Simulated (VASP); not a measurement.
# Ir (Immm) in VASP: a series of runs

Ir is run at these levels: PBE; tasks: single point.

Program: VASP 6.6.1. These are calculated values, not measurements. Logs are shortened: lines on timing, memory, paths and dates and some standing lists are left out, and cuts for length are marked.

### 1 The cell of the first run

Symmetry: Immm, No. 71, orthorhombic system. Conventional cell: a = 2.682 Å, b = 2.792 Å, c = 3.871 Å, α = 90.00°, β = 90.00°, γ = 90.00°. Ir (site symmetry mmm) has 12 Ir at 2.68 to 2.79 Å within 3.5 Å.

### 2 Single point, PBE (strain -0.0400 x Voigt [0, 0, 0, 0, 0, 1])

INCAR reads:

```
  PREC = Accurate
  ENCUT = 520
  EDIFF = 1E-6
  ISMEAR = 0
  SIGMA = 0.15
  LREAL = False
  LASPH = True
  NELM = 80
  ALGO = Fast
  ISIF = 2
  LWAVE = False
  LCHARG = False
  GGA = PE
  NBANDS = 10
```

KPOINTS reads:

```
Automatic mesh
0
Gamma
  26 26 26
```

POSCAR reads:

```
Ir
1.0
   -0.0387065699      1.9353284930      1.9353284930
    1.9353284930     -0.0387065699      1.9353284930
    1.8966219231      1.8966219231      0.0000000000
Ir
1
Direct
    0.0000000000      0.0000000000      0.0000000000
```

Potentials or basis: VASP PAW PBE potentials, release 64 (Ir).

On the command line:

```
cat potpaw_PBE.64/Ir/POTCAR > POTCAR
mpirun -np 1 vasp_std > vasp.out
```

OUTCAR:

```text
PREC = Accurate
   ENCUT = 520
   EDIFF = 1E-6
   ISMEAR = 0
   LREAL = False
   LASPH = True
   NELM = 80
   ISIF = 2
   GGA = PE

 ion  position               nearest neighbor table
   1  0.000  0.000  0.000-

  LATTYP: Found a body centered orthorhombic cell.
 ALAT       =     2.6822284463
 B/A-ratio  =     1.0408163266
 C/A-ratio  =     1.4430750637

  Lattice vectors:

 A1 = (   0.0387065699,  -1.9353284930,  -1.9353284930)
 A2 = (  -0.0387065699,   1.9353284930,  -1.9353284930)
 A3 = (   1.9353284930,  -0.0387065699,   1.9353284930)

Analysis of symmetry for initial positions (statically):
=====================================================================
 Subroutine PRICEL returns:
 Original cell was already a primitive cell.

 Routine SETGRP: Setting up the symmetry group for a
 body centered orthorhombic supercell.

 Subroutine GETGRP returns: Found  8 space group operations
 (whereof  8 operations were pure point group operations)
 out of a pool of  8 trial point group operations.

The static configuration has the point symmetry D_2h.

Analysis of symmetry for dynamics (positions and initial velocities):
=====================================================================
 Subroutine PRICEL returns:
 Original cell was already a primitive cell.

 Routine SETGRP: Setting up the symmetry group for a
 body centered orthorhombic supercell.

 Subroutine GETGRP returns: Found  8 space group operations
 (whereof  8 operations were pure point group operations)
 out of a pool of  8 trial point group operations.

The dynamic configuration has the point symmetry D_2h.

 Subroutine INISYM returns: Found  8 space group operations
 (whereof  8 operations are pure point group operations),
 and found     1 'primitive' translations

----------------------------------------------------------------------------------------

                                     Primitive cell

  volume of cell :      14.4917

  direct lattice vectors                    reciprocal lattice vectors
    -0.038706570  1.935328493  1.935328493    -0.253288307  0.253288307  0.258354074
     1.935328493 -0.038706570  1.935328493     0.253288307 -0.253288307  0.258354074
     1.896621923  1.896621923  0.000000000     0.263626606  0.263626606 -0.258354074

  length of vectors
     2.737241486  2.737241486  2.682228446     0.441652308  0.441652308  0.453591007

  position of ions in fractional coordinates (direct lattice)
     0.000000000  0.000000000  0.000000000

  ion indices of the primitive-cell ions
   primitive index   ion index
                 1           1

----------------------------------------------------------------------------------------

 KPOINTS: Automatic mesh

Automatic generation of k-mesh.
 Grid dimensions read from file:
 generate k-points for:   26   26   26

 Generating k-lattice:

  Cartesian coordinates                     Fractional coordinates (reciprocal lattice)
    -0.009741858  0.009741858  0.009936695     0.038461538 -0.000000000  0.000000000
     0.009741858 -0.009741858  0.009936695    -0.000000000  0.038461538  0.000000000
     0.010139485  0.010139485 -0.009936695     0.000000000  0.000000000  0.038461538

  Length of vectors
     0.016986627  0.016986627  0.017445808

  Shift w.r.t. Gamma in fractional coordinates (k-lattice)
     0.000000000  0.000000000  0.000000000

 Subroutine IBZKPT returns following result:
 ===========================================

 Found   2471 irreducible k-points:

 Following reciprocal coordinates:
            Coordinates               Weight
  0.000000  0.000000  0.000000      1.000000
  0.038462  0.000000  0.000000      4.000000
  0.076923  0.000000  0.000000      4.000000
  0.115385  0.000000  0.000000      4.000000
  0.153846  0.000000  0.000000      4.000000
  0.192308 -0.000000  0.000000      4.000000
[... 16 lines left out ...]
  0.346154  0.038462  0.000000      4.000000
  0.384615  0.038462  0.000000      4.000000
 [... further k-points ...]
   k-points           NKPTS =   2471   k-points in BZ     NKDIM =   2471   number of bands    NBANDS=     10
   number of dos      NEDOS =    301   number of ions     NIONS =      1
   total plane-waves  NPLWV =   8000
   dimension x,y,z NGX =    20 NGY =   20 NGZ =   20
   dimension x,y,z NGXF=    40 NGYF=   40 NGZF=   40
   ions per type =               1
   NGX,Y,Z   is equivalent  to a cutoff of  12.15, 12.15, 12.40 a.u.
   NGXF,Y,Z  is equivalent  to a cutoff of  24.29, 24.29, 24.79 a.u.
 SYSTEM =  unknown system
   PREC   = accura    normal or accurate (medium, high low for compatibility)
   ISTART =      0    job   : 0-new  1-cont  2-samecut
   ICHARG =      2    charge: 1-file 2-atom 10-const
   ISPIN  =      1    spin polarized calculation?
   LNONCOLLINEAR =      F non collinear calculations
   LSORBIT =      F    spin-orbit coupling
   LASPH  =      T    aspherical Exc in radial PAW
   ENCUT  =  520.0 eV  38.22 Ry    6.18 a.u.   5.09  5.09  4.99*2*pi/ulx,y,z
   NELM   =     80;   NELMIN=  2; NELMDL= -5     # of ELM steps
   EDIFF  = 0.1E-05   stopping-criterion for ELM
   LREAL  =      F    real-space projection
   EDIFFG = 0.1E-04   stopping-criterion for IOM
   NSW    =      0    number of steps for IOM
   IBRION =     -1    ionic relax: 0-MD 1-quasi-New 2-CG
   NFREE  =      0    steps in history (QN), initial steepest desc. (CG)
   ISIF   =      2    stress and relaxation
   ISYM   =      2    0-nonsym 1-usesym 2-fastsym
   POTIM  = 0.5000    time-step for ionic-motion
   TEBEG  =    0.0;   TEEND  =   0.0 temperature during run
   PSTRESS=    0.0 pullay stress
   NELECT =       9.0000    total number of electrons
   NUPDOWN=      -1.0000    fix difference up-down
   EMIN   =  10.00;   EMAX   =-10.00  energy-range for DOS
   EFERMI =   0.00;   METHOD = LEGACY
   ISMEAR =     0;   SIGMA  =   0.15  broadening in eV -4-tet -1-fermi 0-gaus
   EFERMI_NEDOS =   21; number of points for ismear=-14 and -15
   IALGO  =     68    algorithm
   IMIX   =      4    mixing-type and parameters
     AMIX     =   0.40;   BMIX     =  1.00
     AMIX_MAG =   1.60;   BMIX_MAG =  1.00
  volume/ion in A,a.u.               =      14.49        97.80
  Fermi-wavevector in a.u.,A,eV,Ry     =   1.396740  2.639456 26.543369  1.950883
  Thomas-Fermi vector in A             =   2.520065
   LORBIT       =      0    0 simple, 1 ext, 2 COOP (PROOUT), +10 PAW based schemes
   GGA     = PE    functional components
   LHFCALC =     F    Hartree Fock is set to
   AEXX    =    0.0000 exact exchange contribution
   IVDW    =     0    specifies the selected vdW correction
   LEPSILON=     F    determine dielectric tensor
   LRPA    =     F    only Hartree local field effects (RPA)
 non-spin polarized calculation
 RMM-DIIS sequential band-by-band and
 Gauss-broadening in eV      SIGMA  =   0.15
  energy-cutoff  :      520.00
  volume of cell :       14.49
 maximum number of plane-waves:       403
   NGX = 11   NGY = 11   NGZ =  9

 number of electron       9.0000001 magnetization

 Free energy of the ion-electron system (eV)
  ---------------------------------------------------
  ext. energy  EPLUGINS =         0.00000000
  ---------------------------------------------------
  free energy    TOTEN  =        -8.83757325 eV

  energy without entropy =       -8.82774857  energy(sigma->0) =       -8.83266091

 E-fermi :   9.9672     XC(G=0): -13.8437

 val. band max:        9.9657419171   @ k =   0.3077   0.2308   0.0385
 cond. band min:       9.9674937625   @ k =   0.5000   0.2692   0.1154
 fundamental gap:      0.0017518453
 Fermi energy:         9.9672405227

 k-point     1 :       0.0000    0.0000    0.0000
  band No.  band energies     occupation
      1      -0.8680      2.00000
      2       5.9563      2.00000
      3       6.1941      2.00000
      4       6.5574      2.00000
      5       8.8542      2.00000
      6       8.8648      2.00000
      7      24.3453      0.00000
      8      29.1837      0.00000
      9      29.8351      0.00000
     10      30.4712      0.00000

 k-point     2 :       0.0385    0.0000    0.0000
  band No.  band energies     occupation
      1      -0.8057      2.00000
      2       5.9459      2.00000
      3       6.1961      2.00000
      4       6.5840      2.00000
      5       8.8409      2.00000
      6       8.8501      2.00000
      7      24.4489      0.00000
      8      28.9480      0.00000
      9      29.8316      0.00000
     10      30.5690      0.00000

 k-point     3 :       0.0769    0.0000    0.0000
  band No.  band energies     occupation
      1      -0.6217      2.00000
      2       5.8956      2.00000
      3       6.2235      2.00000
      4       6.6589      2.00000
      5       8.8075      2.00000
      6       8.8127      2.00000
      7      24.7479      0.00000
      8      28.2063      0.00000
      9      30.0684      0.00000
     10      30.8586      0.00000

 k-point     4 :       0.1154    0.0000    0.0000
  band No.  band energies     occupation
      1      -0.3253      2.00000
      2       5.7974      2.00000
      3       6.2888      2.00000
      4       6.7659      2.00000
      5       8.7720      2.00000
      6       8.7740      2.00000
      7      25.2035      0.00000
      8      27.2268      0.00000
      9      30.5499      0.00000
     10      31.3279      0.00000
[... 222 lines left out ...]
 k-point    22 :       0.3077    0.0385    0.0000
  band No.  band energies     occupation
      1       1.7209      2.00000
      2       5.8939      2.00000
      3       6.3263      2.00000
      4       6.8948      2.00000
      5       9.2035      2.00000
      6       9.7750      1.93004
      7      22.0635      0.00000
      8      26.0895      0.00000
      9      32.8039      0.00000
     10      33.1892      0.00000

 k-point    23 :       0.3462    0.0385    0.0000
  band No.  band energies     occupation
      1       1.9598      2.00000
      2       6.1613      2.00000
      3       6.4323      2.00000
      4       6.7935      2.00000
      5       9.5968      1.99952
      6      10.1282      0.12909
      7      20.7773      0.00000
      8      25.5139      0.00000
      9      32.0641      0.00000
     10      32.3496      0.00000

 k-point    24 :       0.3846    0.0385    0.0000
  band No.  band energies     occupation
      1       2.0827      2.00000
      2       6.0715      2.00000
      3       6.6913      2.00000
      4       7.0664      2.00000
      5      10.0144      0.65688
      6      10.4620      0.00000
      7      19.4707      0.00000
      8      24.9776      0.00000
      9      31.2687      0.00000
     10      31.3362      0.00000

 [... further k-points ...]

------------------------ aborting loop because EDIFF is reached ----------------------------------------

  FORCE on cell =-STRESS in cart. coord.  units (eV):
  Direction    XX          YY          ZZ          XY          YZ          ZX
  --------------------------------------------------------------------------------------
  -------------------------------------------------------------------------------------
  Total        0.1416584      0.1416584      0.0360901      0.9378004      0.0000000      0.0000000
  in kB       15.6614708     15.6614708      3.9900447    103.6813576      0.0000000      0.0000000
  external PRESSURE =      11.7709954 kB  Pullay stress =       0.0000000 kB

 VOLUME and BASIS-vectors are now :
 -----------------------------------------------------------------------------
  energy-cutoff  :      520.00
  volume of cell :       14.49
      direct lattice vectors                 reciprocal lattice vectors
    -0.038706570  1.935328493  1.935328493    -0.253288307  0.253288307  0.258354074
     1.935328493 -0.038706570  1.935328493     0.253288307 -0.253288307  0.258354074
     1.896621923  1.896621923  0.000000000     0.263626606  0.263626606 -0.258354074

 POSITION                                       TOTAL-FORCE (eV/Angst)
 -----------------------------------------------------------------------------------
      0.00000      0.00000      0.00000         0.000000      0.000000      0.000000
 -----------------------------------------------------------------------------------
    total drift:                                0.000000      0.000000      0.000000

  FREE ENERGIE OF THE ION-ELECTRON SYSTEM (eV)
  ---------------------------------------------------
  free  energy   TOTEN  =        -8.8375732493 eV

  energy  without entropy=       -8.8277485663  energy(sigma->0) =       -8.83266091
```

Wall time 2.3 min (1 thread of Intel Xeon 6975P-C (Granite Rapids), shared host); peak memory 0.47 GiB.

Results:

```
Free energy            : -8.8376 eV
Pressure               : 1.2 GPa
Band gap on the k mesh : zero (an odd number of electrons rules out a gap without spin polarisation)
```

Levels at points of the mesh, in eV from the Fermi level:
```tsv
k point	band 1	band 2	band 3	band 4	band 5	band 6	band 7	band 8
(0.00, 0.00, 0.00)	-10.84	-4.01	-3.77	-3.41	-1.11	-1.10	14.38	19.22
(0.50, 0.00, 0.00)	-7.88	-4.03	-3.51	-0.86	0.65	0.98	6.76	14.10
(0.50, 0.50, 0.00)	-7.62	-7.06	0.86	1.43	1.45	1.73	10.21	10.88
(0.00, 0.00, 0.50)	-7.78	-4.11	-3.61	-0.47	0.78	1.09	7.37	13.77
(0.50, 0.00, 0.50)	-7.61	-7.06	0.78	1.42	1.50	1.74	10.24	11.62
```

Caveat: the cell differs from its parent crystal (strain -0.0400 x Voigt [0, 0, 0, 0, 0, 1]); spin-orbit coupling is left out, which moves the levels of the heavy elements.

### 3 Single point, PBE (strain +0.0300 x Voigt [0, 0, 0, 0, 0, 1])

INCAR reads:

```
SYSTEM = Ir
PREC = Accurate
ENCUT = 520
EDIFF = 1E-7
ISMEAR = 0
SIGMA = 0.15
LREAL = .False.
LASPH = .True.
NELM = 100
ALGO = Fast
ISIF = 2
LWAVE = .False.
LCHARG = .False.
GGA = PE
NBANDS = 10
```

KPOINTS reads:

```
Automatic mesh
0
Gamma
  26 26 26
  0 0 0
```

POSCAR reads:

```
Ir
1.0
    0.0290299274      1.9353284930      1.9353284930
    1.9353284930      0.0290299274      1.9353284930
    1.9643584204      1.9643584204      0.0000000000
Ir
1
Direct
    0.0000000000      0.0000000000      0.0000000000
```

Potentials or basis: VASP PAW PBE potentials, release 64 (Ir).

On the command line:

```
cat potpaw_PBE.64/Ir/POTCAR > POTCAR
mpirun -np 1 vasp_std > vasp.out
```

Wall time 2.6 min (1 thread of Intel Xeon 6975P-C (Granite Rapids), shared host); peak memory 0.47 GiB.

It converged, with:

| Item | Value |
| --- | --- |
| Free energy | -8.8458 eV |
| Pressure | 0.9 GPa |
| Band gap on the k mesh | zero (an odd number of electrons rules out a gap without spin polarisation) |

Stress tensor (GPa, compression positive):
```
 1.10 -7.77  0.00
-7.77  1.10  0.00
 0.00  0.00  0.45
```

Levels at points of the mesh, in eV from the Fermi level:
| k point | band 1 | band 2 | band 3 | band 4 | band 5 | band 6 | band 7 | band 8 | band 9 |
| --- | --- | --- | --- | --- | --- | --- | --- | --- | --- |
| (0.00, 0.00, 0.00) | -10.84 | -3.94 | -3.75 | -3.49 | -1.12 | -1.12 | 14.38 | 19.37 | 19.85 |
| (0.50, 0.00, 0.00) | -7.79 | -4.04 | -3.66 | -0.52 | 0.80 | 1.04 | 7.28 | 13.81 | 19.15 |
| (0.50, 0.50, 0.00) | -7.62 | -7.06 | 0.85 | 1.43 | 1.44 | 1.73 | 10.20 | 11.06 | 12.20 |
| (0.00, 0.00, 0.50) | -7.86 | -3.98 | -3.59 | -0.82 | 0.71 | 0.95 | 6.83 | 14.06 | 19.56 |
| (0.50, 0.00, 0.50) | -7.61 | -7.05 | 0.81 | 1.42 | 1.47 | 1.74 | 10.23 | 11.62 | 11.63 |

Caveat: the cell differs from its parent crystal (strain +0.0300 x Voigt [0, 0, 0, 0, 0, 1]); spin-orbit coupling is left out, which moves the levels of the heavy elements.

### 4 Single point, PBE (strain -0.0200 x Voigt [0, 0, 0, 0, 0, 1])

INCAR reads:

```
PREC = Accurate ; ENCUT = 520
EDIFF = 1E-6 ; ISMEAR = 0
SIGMA = 0.15 ; LREAL = False
LASPH = True ; NELM = 60
ALGO = Fast ; ISIF = 2
LWAVE = False ; LCHARG = False
GGA = PE ; NBANDS = 10
```

KPOINTS reads:

```
Automatic mesh
0
Gamma
  26 26 26
```

POSCAR reads:

```
Ir
1.0
   -0.0193532849      1.9353284930      1.9353284930
    1.9353284930     -0.0193532849      1.9353284930
    1.9159752081      1.9159752081      0.0000000000
Ir
1
Direct
    0.0000000000      0.0000000000      0.0000000000
```

On the command line:

```
cat potpaw_PBE.64/Ir/POTCAR > POTCAR
mpirun -np 1 vasp_std > vasp.out
```

Run time: 2.2 min. Hardware: 1 thread of Intel Xeon 6975P-C (Granite Rapids), shared host; peak memory 0.46 GiB.

The run converged. Its results:

```yaml
Free_energy: -8.8517 eV
Pressure: 0.6 GPa
Band_gap_on_the_k_mesh: zero (an odd number of electrons rules out a gap without spin polarisation)
```

Stress tensor (GPa, compression positive):
```
0.71 5.18 0.00
5.18 0.71 0.00
0.00 0.00 0.42
```

Levels at points of the mesh, in eV from the Fermi level:
| k point | band 1 | band 2 | band 3 | band 4 | band 5 | band 6 | band 7 | band 8 | band 9 |
| --- | --- | --- | --- | --- | --- | --- | --- | --- | --- |
| (0.00, 0.00, 0.00) | -10.84 | -3.87 | -3.73 | -3.57 | -1.13 | -1.13 | 14.39 | 19.52 | 19.84 |
| (0.50, 0.00, 0.00) | -7.85 | -3.93 | -3.67 | -0.77 | 0.76 | 0.93 | 6.89 | 14.02 | 19.57 |
| (0.50, 0.50, 0.00) | -7.61 | -7.06 | 0.85 | 1.43 | 1.44 | 1.73 | 10.20 | 11.24 | 12.00 |
| (0.00, 0.00, 0.50) | -7.80 | -3.97 | -3.71 | -0.57 | 0.83 | 0.98 | 7.20 | 13.85 | 19.30 |
| (0.50, 0.00, 0.50) | -7.61 | -7.05 | 0.83 | 1.43 | 1.45 | 1.73 | 10.21 | 11.62 | 11.62 |

Caveat: the cell differs from its parent crystal (strain -0.0200 x Voigt [0, 0, 0, 0, 0, 1]); spin-orbit coupling is left out, which moves the levels of the heavy elements.

[end of part 1 of 2]
